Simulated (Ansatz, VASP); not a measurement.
# Two plane-wave programs on NaHF2

```
Na H F
1.0
     1.59390    0.92024    4.24017
    -1.59390    0.92024    4.24017
     0.00000   -1.84048    4.24017
Na H F
1 1 2
Direct
  0.00000 0.00000 0.00000
  0.50000 0.50000 0.50000
  0.41688 0.41688 0.41688
  0.58312 0.58312 0.58312
```

Alike in both runs: task single point; functional PBEsol; dispersion D3(BJ); k mesh 9 × 9 × 9; occupations gaussian, width 0.05 eV; no spin polarisation.

|  | VASP | Ansatz |
| --- | --- | --- |
| version | VASP 6.6.1 | Ansatz 0.2.0 |
| potentials or method | VASP PAW PBE potentials, release 64 (Na_pv, H, F), cutoff 520 eV | scalar-relativistic, plane waves, PAW |
| valence electrons in the cell | 22 | 24 |

```csv
,VASP,Ansatz,Ansatz less VASP
gap on the k mesh at the Fermi level (eV),7.78,7.80,+0.021
least direct gap on the mesh (eV),7.80,7.82,+0.020
pressure (GPa),19.2,19.0,-0.22
"traceless stress, the component that is largest in VASP (GPa)",17.42,16.90,-0.522
rms of the force components (eV/Å),0.917,0.898,-0.0182
```

VASP's potentials were made for PBE, not for PBEsol. Atom by atom the forces differ by 0.018 eV/Å (rms over components). VASP's potentials hold 22 valence electrons a cell and Ansatz's 24, so a difference there can come from the potentials and not from the codes.
